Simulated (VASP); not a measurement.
# Hf: relaxation of cell and atoms with revPBE+D4

Hf:

```
CELL_PARAMETERS angstrom
0.00000 2.22000 2.22000
2.22000 0.00000 2.22000
2.22000 2.22000 0.00000
ATOMIC_POSITIONS crystal
Hf 0.00000 0.00000 0.00000
```

```
Program                : VASP 6.6.1
Task                   : relaxation of cell and atoms
Functional             : revPBE
Dispersion             : D4
Potentials or basis    : VASP PAW PBE potentials, release 64 (Hf_pv)
Cutoff                 : 600 eV
k mesh                 : 10 × 10 × 10
Occupations            : fermi-dirac, width 0.05 eV
Spin                   : no spin polarisation
Dipole correction      : no
Further INCAR settings : ALGO = Normal; EDIFF = 1e-06; IBRION = 2; EDIFFG = -0.01; NSW = 60; ISIF = 3
```

```json
{"Relaxed volume": "22.45 Å³/atom", "Relaxed cell": "a = 3.167 Å, b = 3.167 Å, c = 3.167 Å, α = 60.00°, β = 60.00°, γ = 60.00°", "Space group after relaxing (to 0.05 Å)": "Fm-3m (No. 225)", "Energy gained by relaxing": "4.7 meV/atom", "Ionic steps": "3", "Pressure after relaxing": "0.0 GPa", "Band gap on the k mesh": "zero (band 5 reaches 6.21 eV, above the bottom of band 6 at 4.40 eV)", "Dispersion energy per atom": "-0.266 eV"}
```

Step by step:
| step | energy change (eV) | largest force (eV/Å) | pressure (GPa) | volume (Å³) |
| --- | --- | --- | --- | --- |
| 1 | 0.0000 | 0.0000 | 2.73 | 21.88 |
| 2 | 0.0007 | 0.0000 | -2.70 | 23.09 |
| 3 | -0.0047 | 0.0000 | 0.00 | 22.45 |

Final structure:
```
CELL_PARAMETERS angstrom
0.00000 2.23912 2.23912
2.23912 0.00000 2.23912
2.23912 2.23912 0.00000
ATOMIC_POSITIONS crystal
Hf 0.00000 0.00000 0.00000
```

Levels at points of the mesh, in eV from the Fermi level:
```csv
k point,band 3,band 4,band 5,band 6,band 7,band 8
"(0.00, 0.00, 0.00)",-30.05,-7.20,1.42,1.42,1.42,4.21
"(0.50, 0.00, 0.00)",-30.16,-3.62,0.53,1.20,1.20,6.30
"(0.50, 0.50, 0.00)",-30.34,-3.23,-2.11,2.48,6.32,6.92
```

Run time: 26 s on 1 thread of AMD EPYC 7R43 64-Core Processor (Zen 3) (shared host), peak memory 0.14 GiB.

Caveat: the PAW data sets were made with another functional, which shifts forces and pressure a little; spin-orbit coupling is left out, which moves the levels of the heavy elements; pairwise dispersion overbinds metals, which lowers pressure and volume. Zero-point motion and thermal expansion aren't in these numbers.
